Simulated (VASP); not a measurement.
Write the native input for VASP 6.6.1 that does the following.

```
Task                   : single point
Functional             : PBE
Potentials or basis    : VASP PAW PBE potentials, release 64 (B, C)
Cutoff                 : 520 eV
k mesh                 : 16 × 16 × 16
Occupations            : gaussian, width 0.1 eV
Spin                   : no spin polarisation
Dipole correction      : no
Further INCAR settings : ALGO = Normal; EDIFF = 1e-06; NBANDS = 14
```

The structure of B3C lies in POSCAR:

```
B3C
1.0
    2.9086965328      0.0000000000      0.0000000000
    0.0000000000      2.9086965328      0.0000000000
    0.0000000000      0.0000000000      2.9086965328
B C
3 1
Direct
    0.0000000000      0.5000000000      0.5000000000
    0.5000000000      0.0000000000      0.5000000000
    0.5000000000      0.5000000000      0.0000000000
    0.0000000000      0.0000000000      0.0000000000
```

These files were run (other wordings do the same):

INCAR

```
SYSTEM = B3C
PREC = Accurate
ENCUT = 520
EDIFF = 1E-6
ISMEAR = 0
SIGMA = 0.1
LREAL = .FALSE.
LASPH = .TRUE.
NELM = 100
ALGO = Normal
ISIF = 2
LWAVE = .FALSE.
LCHARG = .FALSE.
GGA = PE
NBANDS = 14
```

KPOINTS

```
Automatic mesh
0
G
  16 16 16
  0 0 0
```

Potentials or basis: VASP PAW PBE potentials, release 64 (B, C).

The run is started by

```bash
$ cat potpaw_PBE.64/B/POTCAR potpaw_PBE.64/C/POTCAR > POTCAR
$ mpirun -np 1 vasp_std > vasp.out
```

Results of the run:

| Property | Result |
| --- | --- |
| Pressure | 0.1 GPa |

Wall time 16 s on 1 thread of Intel(R) Xeon(R) Platinum 8488C (Sapphire Rapids) (shared host), peak memory 0.17 GiB.
